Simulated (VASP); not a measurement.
**ZrOs: electric field gradients with LDA**

Crystal: ZrOs.

```xyz
2
Lattice="3.2189 0.0000 0.0000 0.0000 3.2189 0.0000 0.0000 0.0000 3.2189" Properties=species:S:1:pos:R:3 pbc="T T T"
Zr    1.6094    1.6094    1.6094
Os    0.0000    0.0000    0.0000
```

```
Program                : VASP 6.6.1
Task                   : electric field gradients
Functional             : LDA
Potentials or basis    : VASP PAW LDA potentials, release 64 (Zr_sv, Os)
Cutoff                 : 520 eV
k mesh                 : 13 × 13 × 13
Occupations            : fermi-dirac, width 0.03 eV
Spin                   : no spin polarisation
Dipole correction      : no
Further INCAR settings : ALGO = Normal; EDIFF = 1e-08; NBANDS = 17
```

```
Pressure                                : 2.0 GPa
Band gap on the k mesh                  : zero (bands 10 and 11 overlap by 1.12 eV)
Largest electric field gradient by atom : zero within the noise of the run
```

Levels at points of the mesh, in eV from the Fermi level:
```tsv
k point	band 6	band 7	band 8	band 9	band 10	band 11	band 12	band 13	band 14	band 15
(0.00, 0.00, 0.00)	-5.54	-5.54	-1.73	-1.73	-1.73	2.13	2.13	5.40	5.40	5.40
```

It took 11 s on 1 thread of Intel(R) Xeon(R) 6975P-C (Granite Rapids) (shared host), peak memory 0.16 GiB.

Caveat: spin-orbit coupling is left out, which moves the levels of the heavy elements.
